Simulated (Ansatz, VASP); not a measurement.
**Be in VASP and in Ansatz**

```
Be
1.0
     0.00000    2.14633    2.14633
     2.14633    0.00000    2.14633
     2.14633    2.14633    0.00000
Be
2
Direct
  0.91250 0.86250 0.86250
  0.08750 0.13750 0.13750
```

Change from the starting cell: shortest bond scaled by 1.1, crystal datasets.

Alike in both runs: task electric field gradients; functional PBEsol; k mesh 12 × 12 × 12; occupations fermi-dirac, width 0.05 eV; no spin polarisation.

|  | VASP | Ansatz |
| --- | --- | --- |
| version | VASP 6.6.1 | Ansatz 0.2.0 |
| potentials or method | VASP PAW PBE potentials, release 64 (Be), cutoff 520 eV | all-electron PAW with datasets made for the crystal, scalar-relativistic |

```csv
,VASP,Ansatz,Ansatz less VASP
pressure (GPa),34.2,33.9,-0.35
"traceless stress, the component that is largest in VASP (GPa)",14.88,14.81,-0.070
rms of the force components (eV/Å),0.674,0.672,-0.0024
size of Vzz on the site where it differs most (V/Å²),1.3,0.9,-0.36
```

VASP's potentials were made for PBE, not for PBEsol. Atom by atom the forces differ by 0.002 eV/Å (rms over components). Both programs put the cell under a high pressure, so it lies far from rest at this level. Ansatz ran all-electron here, and VASP with PAW potentials.
